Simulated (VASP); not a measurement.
Here is a VASP 6.6.1 calculation.

The input INCAR:

```
PREC     = Accurate       # precision mode
ENCUT    = 500            # plane-wave cutoff, eV
EDIFF    = 1E-6           # SCF threshold, eV
ISMEAR   = -1             # smearing method
SIGMA    = 0.05           # smearing width, eV
LREAL    = False          # projectors in reciprocal space
LASPH    = True           # aspherical terms in the spheres
NELM     = 120            # most SCF steps
ALGO     = Normal         # electronic algorithm
ISIF     = 2              # what is computed and relaxed
LWAVE    = False          # write WAVECAR
LCHARG   = True           # write CHGCAR
GGA      = PE             # functional
LELF     = True           # ELF
LVHAR    = True         
NBANDS   = 20             # bands
GGA_COMPAT= False
```

KPOINTS

```
Automatic mesh
0
Gamma
  6 6 4
```

POSCAR

```
CdI2
1.0
    4.3076600000      0.0000000000      0.0000000000
   -2.1538300000      3.7305431800      0.0000000000
    0.0000000000      0.0000000000      6.8590000000
Cd I
1 2
Direct
    0.0000000000      0.0000000000      0.0000000000
    0.3333333333      0.6666666667      0.2492000000
    0.6666666667      0.3333333333      0.7508000000
```

Potentials or basis: VASP PAW PBE potentials, release 64 (Cd, I).

The run is started by

```sh
$ cat potpaw_PBE.64/Cd/POTCAR potpaw_PBE.64/I/POTCAR > POTCAR
$ mpirun -np 1 vasp_std > vasp.out
```

Q: What does it give for the band gap on the k mesh?

A: 2.38 eV, indirect (least direct gap 2.41 eV).

Q: Estimate the largest force.

A: 0.010 eV/Å.

Q: Estimate the pressure.

A: 0.9 GPa.

Stress tensor (GPa, compression positive):
```
0.77 0.00 0.00
0.00 0.77 0.00
0.00 0.00 1.15
```

Caveat: spin-orbit coupling is left out, which moves the levels of the heavy elements; this functional lacks dispersion, which binds the layers, so the pressure and a relaxed spacing across them are unreliable. A k mesh can miss the band edges.
